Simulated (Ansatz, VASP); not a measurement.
## Two plane-wave programs on AlN

The input INCAR:

```
SYSTEM = AlN
  PREC = Accurate
  ENCUT = 600
  EDIFF = 1E-6
  ISMEAR = 0
  SIGMA = 0.02
  LREAL = .FALSE.
  LASPH = .TRUE.
  NELM = 120
  ALGO = Normal
  ISIF = 2
  LWAVE = .FALSE.
  LCHARG = .FALSE.
  GGA = PE
  NBANDS = 11
  GGA_COMPAT = .FALSE.
```

Contents of KPOINTS:

```
Automatic mesh
0
G
  8 8 8
  0 0 0
```

Contents of POSCAR:

```
AlN
1.0
    0.0000000000      2.1839935596      2.1839935596
    2.1839935596      0.0000000000      2.1839935596
    2.1839935596      2.1839935596      0.0000000000
Al N
1 1
Direct
    0.0000000000      0.0000000000      0.0000000000
    0.7500000000      0.7500000000      0.7500000000
```

Input for Ansatz:

```yaml
crystal:
  lattice:
    - [0.0, 2.1839935596, 2.1839935596]
    - [2.1839935596, 0.0, 2.1839935596]
    - [2.1839935596, 2.1839935596, 0.0]
  atoms:
    - { symbol: Al, position: [0.0, 0.0, 0.0] }
    - { symbol: "N", position: [0.75, 0.75, 0.75] }
basis:
  ecutwfc: 420
kpoints:
  mp_grid: { grid: [8, 8, 8] }
hamiltonian:
  xc: pbe
scf:
  occupations: { method: gaussian, width: 0.02 }
output:
  forces: true
  stress: true
  eigenvalues: true
```

Alike in both runs: task single point; functional PBE; k mesh 8 × 8 × 8; occupations gaussian, width 0.02 eV; no spin polarisation.

|  | VASP | Ansatz |
| --- | --- | --- |
| version | VASP 6.6.1 | Ansatz 0.2.0 |
| potentials or method | VASP PAW PBE potentials, release 64 (Al, N), cutoff 600 eV | scalar-relativistic, plane waves, PAW |
| valence electrons in the cell | 8 | 8 |

|  | VASP | Ansatz | Ansatz less VASP |
| --- | --- | --- | --- |
| gap on the k mesh at the Fermi level (eV) | 3.32 | 3.33 | +0.008 |
| least direct gap on the mesh (eV) | 4.20 | 4.19 | -0.010 |
| pressure (GPa) | 4.5 | 4.9 | +0.40 |
